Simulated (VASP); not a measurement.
# Sn2Pt3Se2 (R-3m) in VASP: single point with r2SCAN

Aim: the single point of Sn2Pt3Se2 with r2SCAN.

All numbers are computed with VASP 6.6.1; they aren't measurements. Logs are shortened: lines on timing, memory, paths and dates and some standing lists are left out, and cuts for length are marked.

### Step 1. The cell of the first run

It takes space group R-3m (No. 166, trigonal). Conventional cell: a = 6.105 Å, b = 6.105 Å, c = 13.789 Å, α = 90.00°, β = 90.00°, γ = 120.00°. Within 3.2 Å of Pt (site symmetry 2/m) lie 2 Se at 2.43 Å and 4 Sn at 2.90 to 3.05 Å and 4 Pt at 3.05 Å. Within 3.2 Å of Se (site symmetry 3m) lie 3 Pt at 2.43 Å and 1 Sn at 2.92 Å. Sn (site symmetry -3m) has 8 Se at 2.92 to 3.90 Å and 6 Pt at 3.05 Å within 4.0 Å. Within 3.8 Å of Sn (site symmetry -3m) lie 6 Pt at 2.90 Å and 6 Se at 3.58 Å.

### Step 2. Single point, r2SCAN

Contents of POSCAR:

```
Sn2Pt3Se2
1.0
    3.0526890312      5.2874125017     -0.0000020769
   -3.0526890312      5.2874125017     -0.0000020769
    0.0000000000     -3.5249398624      4.5963352089
Pt Se Sn
3 2 2
Direct
    0.0000000000      0.0000000000      0.5000000000
    0.5000000000      0.0000000000      0.5000000000
    0.0000000000      0.5000000000      0.5000000000
    0.2881563949      0.2881563949      0.8644691847
    0.7118436051      0.7118436051      0.1355308153
    0.5000000000      0.5000000000      0.5000000000
    0.0000000000      0.0000000000      0.0000000000
```

Contents of INCAR.step1:

```
  PREC = Accurate
  ENCUT = 520
  ISMEAR = -1
  SIGMA = 0.1
  LREAL = False
  LASPH = True
  NELM = 60
  NBANDS = 44
  GGA = PE
  ALGO = Normal
  EDIFF = 1E-4
  LWAVE = True
  LCHARG = False
```

Contents of INCAR.step2:

```
  PREC = Accurate
  ENCUT = 520
  EDIFF = 1E-6
  ISMEAR = -1
  SIGMA = 0.1
  LREAL = False
  LASPH = True
  NELM = 60
  ALGO = Normal
  ISIF = 2
  LWAVE = False
  LCHARG = False
  METAGGA = R2SCAN
  LMIXTAU = True
  NBANDS = 44
  ISTART = 1
```

Contents of KPOINTS:

```
regular mesh
0
Gamma
  6 6 6
```

Potentials or basis: VASP PAW PBE potentials, release 64 (Pt, Se, Sn_d).

Launch:

```console
> cat potpaw_PBE.64/Pt/POTCAR potpaw_PBE.64/Se/POTCAR potpaw_PBE.64/Sn_d/POTCAR > POTCAR
> cp INCAR.step1 INCAR
> mpirun -np 1 vasp_std > vasp.out
> cp INCAR.step2 INCAR
> mpirun -np 1 vasp_std > vasp.out
```

OUTCAR:

```text
PREC = Accurate
   ENCUT = 520
   EDIFF = 1E-6
   ISMEAR = -1
   LREAL = False
   LASPH = True
   NELM = 60
   ISIF = 2
   METAGGA = R2SCAN
   ISTART = 1

 ion  position               nearest neighbor table
   1  0.000  0.000  0.500-   4 2.43   5 2.43   7 2.90   7 2.90   2 3.05   3 3.05   3 3.05   2 3.05
                             6 3.05   6 3.05
   2  0.500  0.000  0.500-   4 2.43   5 2.43   7 2.90   7 2.90   1 3.05   6 3.05   1 3.05   6 3.05
                             3 3.05   3 3.05
   3  0.000  0.500  0.500-   4 2.43   5 2.43   7 2.90   7 2.90   1 3.05   1 3.05   6 3.05   6 3.05
                             2 3.05   2 3.05
   4  0.288  0.288  0.864-   1 2.43   2 2.43   3 2.43   6 2.92
   5  0.712  0.712  0.136-   1 2.43   2 2.43   3 2.43   6 2.92
   6  0.500  0.500  0.500-   5 2.92   4 2.92   3 3.05   2 3.05   2 3.05   3 3.05   1 3.05   1 3.05

   7  0.000  0.000  0.000-   2 2.90   3 2.90   3 2.90   2 2.90   1 2.90   1 2.90

  LATTYP: Found a trigonal (rhomboedric) cell.
 ALAT       =     5.7923655259
 COS(alpha) =     0.4445010942

  Lattice vectors:

 A1 = (   3.0526890312,   1.7624726393,   4.5963331320)
 A2 = (  -3.0526890312,   1.7624726393,   4.5963331320)
 A3 = (   0.0000000000,  -3.5249398624,   4.5963352089)

Analysis of symmetry for initial positions (statically):
=====================================================================
 Subroutine PRICEL returns:
 Original cell was already a primitive cell.

 Routine SETGRP: Setting up the symmetry group for a
 trigonal (rhombohedral) supercell.

 Subroutine GETGRP returns: Found 12 space group operations
 (whereof 12 operations were pure point group operations)
 out of a pool of 12 trial point group operations.

The static configuration has the point symmetry D_3d.

Analysis of symmetry for dynamics (positions and initial velocities):
=====================================================================
 Subroutine PRICEL returns:
 Original cell was already a primitive cell.

 Routine SETGRP: Setting up the symmetry group for a
 trigonal (rhombohedral) supercell.

 Subroutine GETGRP returns: Found 12 space group operations
 (whereof 12 operations were pure point group operations)
 out of a pool of 12 trial point group operations.

The dynamic configuration has the point symmetry D_3d.

 Subroutine INISYM returns: Found 12 space group operations
 (whereof 12 operations are pure point group operations),
 and found     1 'primitive' translations

----------------------------------------------------------------------------------------

                                     Primitive cell

  volume of cell :     148.3773

  direct lattice vectors                    reciprocal lattice vectors
     3.052689031  5.287412502 -0.000002077     0.163790021  0.094564241  0.072521530
    -3.052689031  5.287412502 -0.000002077    -0.163790021  0.094564241  0.072521530
     0.000000000 -3.524939862  4.596335209     0.000000000  0.000000085  0.217564702

  length of vectors
     6.105378062  6.105378062  5.792365526     0.202556014  0.202556014  0.217564702

  position of ions in fractional coordinates (direct lattice)
     0.000000000  0.000000000  0.500000000
     0.500000000  1.000000000  0.500000000
     1.000000000  0.500000000  0.500000000
     0.288156395  0.288156395  0.864469185
     0.711843605  0.711843605  0.135530815
     0.500000000  0.500000000  0.500000000
     0.000000000  0.000000000  0.000000000

  ion indices of the primitive-cell ions
   primitive index   ion index
                 1           1
                 2           2
                 3           3
                 4           4
                 5           5
                 6           6
                 7           7

----------------------------------------------------------------------------------------

 KPOINTS: regular mesh

Automatic generation of k-mesh.
 Grid dimensions read from file:
 generate k-points for:    6    6    6

 Generating k-lattice:

  Cartesian coordinates                     Fractional coordinates (reciprocal lattice)
     0.027298337  0.015760707  0.012086922     0.166666667 -0.000000000  0.000000000
    -0.027298337  0.015760707  0.012086922    -0.000000000  0.166666667  0.000000000
     0.000000000  0.000000014  0.036260784     0.000000000  0.000000000  0.166666667

  Length of vectors
     0.033759336  0.033759336  0.036260784

  Shift w.r.t. Gamma in fractional coordinates (k-lattice)
     0.000000000  0.000000000  0.000000000

 Subroutine IBZKPT returns following result:
 ===========================================

 Found     32 irreducible k-points:

 Following reciprocal coordinates:
            Coordinates               Weight
  0.000000  0.000000  0.000000      1.000000
  0.166667 -0.000000 -0.000000      6.000000
  0.333333 -0.000000  0.000000      6.000000
  0.500000 -0.000000  0.000000      3.000000
  0.166667  0.166667 -0.000000      6.000000
  0.333333  0.166667 -0.000000     12.000000
[... 16 lines left out ...]
  0.333333  0.333333  0.166667      6.000000
  0.500000  0.333333  0.166667     12.000000
 [... further k-points ...]
   k-points           NKPTS =     32   k-points in BZ     NKDIM =     32   number of bands    NBANDS=     44
   number of dos      NEDOS =    301   number of ions     NIONS =      7
   total plane-waves  NPLWV = 110592
   dimension x,y,z NGX =    48 NGY =   48 NGZ =   48
   dimension x,y,z NGXF=    96 NGYF=   96 NGZF=   96
   ions per type =               3   2   2
   NGX,Y,Z   is equivalent  to a cutoff of  13.07, 13.07, 13.78 a.u.
   NGXF,Y,Z  is equivalent  to a cutoff of  26.14, 26.14, 27.55 a.u.
 SYSTEM =  unknown system
   PREC   = accura    normal or accurate (medium, high low for compatibility)
   ISTART =      1    job   : 0-new  1-cont  2-samecut
   ICHARG =      0    charge: 1-file 2-atom 10-const
   ISPIN  =      1    spin polarized calculation?
   LNONCOLLINEAR =      F non collinear calculations
   LSORBIT =      F    spin-orbit coupling
   LASPH  =      T    aspherical Exc in radial PAW
   ENCUT  =  520.0 eV  38.22 Ry    6.18 a.u.  11.35 11.35 10.77*2*pi/ulx,y,z
   NELM   =     60;   NELMIN=  2; NELMDL=  0     # of ELM steps
   EDIFF  = 0.1E-05   stopping-criterion for ELM
   LREAL  =      F    real-space projection
   EDIFFG = 0.1E-04   stopping-criterion for IOM
   NSW    =      0    number of steps for IOM
   IBRION =     -1    ionic relax: 0-MD 1-quasi-New 2-CG
   NFREE  =      0    steps in history (QN), initial steepest desc. (CG)
   ISIF   =      2    stress and relaxation
   ISYM   =      2    0-nonsym 1-usesym 2-fastsym
   POTIM  = 0.5000    time-step for ionic-motion
   TEBEG  =    0.0;   TEEND  =   0.0 temperature during run
   PSTRESS=    0.0 pullay stress
   NELECT =      70.0000    total number of electrons
   NUPDOWN=      -1.0000    fix difference up-down
   EMIN   =  10.00;   EMAX   =-10.00  energy-range for DOS
   EFERMI =   0.00;   METHOD = LEGACY
   ISMEAR =    -1;   SIGMA  =   0.10  broadening in eV -4-tet -1-fermi 0-gaus
   EFERMI_NEDOS =   21; number of points for ismear=-14 and -15
   IALGO  =     38    algorithm
   IMIX   =      4    mixing-type and parameters
     AMIX     =   0.40;   BMIX     =  1.00
     AMIX_MAG =   1.60;   BMIX_MAG =  1.00
  volume/ion in A,a.u.               =      21.20       143.04
  Fermi-wavevector in a.u.,A,eV,Ry     =   1.274437  2.408337 22.098445  1.624190
  Thomas-Fermi vector in A             =   2.407205
   LORBIT       =      0    0 simple, 1 ext, 2 COOP (PROOUT), +10 PAW based schemes
   METAGGA = R2SCAN    functional components
   LHFCALC =     F    Hartree Fock is set to
   AEXX    =    0.0000 exact exchange contribution
   IVDW    =     0    specifies the selected vdW correction
   LEPSILON=     F    determine dielectric tensor
   LRPA    =     F    only Hartree local field effects (RPA)
 non-spin polarized calculation
  energy-cutoff  :      520.00
  volume of cell :      148.38
 maximum number of plane-waves:      4019
 NGX is ok and might be reduce to    48
   NGX = 23   NGY = 23   NGZ = 21

 number of electron      70.0000008 magnetization

 Free energy of the ion-electron system (eV)
  ---------------------------------------------------
  ext. energy  EPLUGINS =         0.00000000
  ---------------------------------------------------
  free energy    TOTEN  =      -234.75125007 eV

  energy without entropy =     -234.66987912  energy(sigma->0) =     -234.71056459

 E-fermi :   7.6208     XC(G=0): -11.7682

 val. band max:        7.6010023038   @ k =   0.0000   0.0000   0.3333
 cond. band min:       7.6273355886   @ k =   0.0000   0.0000   0.5000
 fundamental gap:      0.0263332848
 Fermi energy:         7.6208108541

 k-point     1 :       0.0000    0.0000    0.0000
  band No.  band energies     occupation
      1     -14.7538      2.00000
      2     -14.7538      2.00000
      3     -14.7294      2.00000
      4     -14.6888      2.00000
      5     -14.6888      2.00000
      6     -14.6597      2.00000
[... 36 lines left out ...]
     43      11.4414      0.00000
     44      13.8711      0.00000

 k-point     2 :       0.1667   -0.0000   -0.0000
  band No.  band energies     occupation
      1     -14.7536      2.00000
      2     -14.7531      2.00000
      3     -14.7288      2.00000
      4     -14.6878      2.00000
      5     -14.6866      2.00000
      6     -14.6604      2.00000
[... 36 lines left out ...]
     43      11.3596      0.00000
     44      14.2982      0.00000

 k-point     3 :       0.3333   -0.0000    0.0000
  band No.  band energies     occupation
      1     -14.7531      2.00000
      2     -14.7518      2.00000
      3     -14.7276      2.00000
      4     -14.6856      2.00000
      5     -14.6820      2.00000
      6     -14.6620      2.00000
[... 976 lines left out ...]
     43      12.4732      0.00000
     44      13.8704      0.00000

 k-point    24 :       0.5000    0.3333    0.1667
  band No.  band energies     occupation
      1     -14.7522      2.00000
      2     -14.7500      2.00000
      3     -14.7270      2.00000
      4     -14.6814      2.00000
      5     -14.6793      2.00000
      6     -14.6618      2.00000
[... 36 lines left out ...]
     43      12.3959      0.00000
     44      13.4309      0.00000

 [... further k-points ...]

------------------------ aborting loop because EDIFF is reached ----------------------------------------

  FORCE on cell =-STRESS in cart. coord.  units (eV):
  Direction    XX          YY          ZZ          XY          YZ          ZX
  --------------------------------------------------------------------------------------
  -------------------------------------------------------------------------------------
  Total        0.1339337      0.1339337      0.1506486     -0.0000000      0.0000000      0.0000000
  in kB        1.4462162      1.4462162      1.6267034     -0.0000000      0.0000001      0.0000000
  external PRESSURE =       1.5063786 kB  Pullay stress =       0.0000000 kB

 VOLUME and BASIS-vectors are now :
 -----------------------------------------------------------------------------
  energy-cutoff  :      520.00
  volume of cell :      148.38
      direct lattice vectors                 reciprocal lattice vectors
     3.052689031  5.287412502 -0.000002077     0.163790021  0.094564241  0.072521530
    -3.052689031  5.287412502 -0.000002077    -0.163790021  0.094564241  0.072521530
     0.000000000 -3.524939862  4.596335209     0.000000000  0.000000085  0.217564702

 POSITION                                       TOTAL-FORCE (eV/Angst)
 -----------------------------------------------------------------------------------
      0.00000     -1.76247      2.29817         0.000000      0.000000      0.000000
      1.52634      0.88124      2.29817        -0.000000      0.000000      0.000000
     -1.52634      0.88124      2.29817         0.000000      0.000000      0.000000
      0.00000      0.00000      3.97339        -0.000000      0.000000      0.022365
      0.00000      7.04988      0.62294        -0.000000     -0.000000     -0.022365
      0.00000      3.52494      2.29817        -0.000000      0.000000      0.000000
      0.00000      0.00000      0.00000        -0.000000      0.000000      0.000000
 -----------------------------------------------------------------------------------
    total drift:                                0.000000      0.000000     -0.000000

  FREE ENERGIE OF THE ION-ELECTRON SYSTEM (eV)
  ---------------------------------------------------
  free  energy   TOTEN  =      -234.7512500675 eV

  energy  without entropy=     -234.6698791194  energy(sigma->0) =     -234.71056459
```

It took 14 min on 1 thread of Intel Xeon 8259CL, shared host; peak memory 0.48 GiB.

What came out:

```
Free energy            : -234.7513 eV
Pressure               : 0.2 GPa
Largest force          : 0.022 eV/Å
Band gap on the k mesh : zero (bands 35 and 36 overlap by 0.20 eV)
```

Forces on the atoms (eV/Å):
```
Pt   0.000  0.000  0.000
Pt   0.000  0.000  0.000
Pt   0.000  0.000  0.000
Se   0.000  0.000  0.022
Se   0.000  0.000 -0.022
Sn   0.000  0.000  0.000
Sn   0.000  0.000  0.000
```

Caveat: the PAW data sets were made with another functional, which shifts forces and pressure a little; spin-orbit coupling is left out, which moves the levels of the heavy elements.
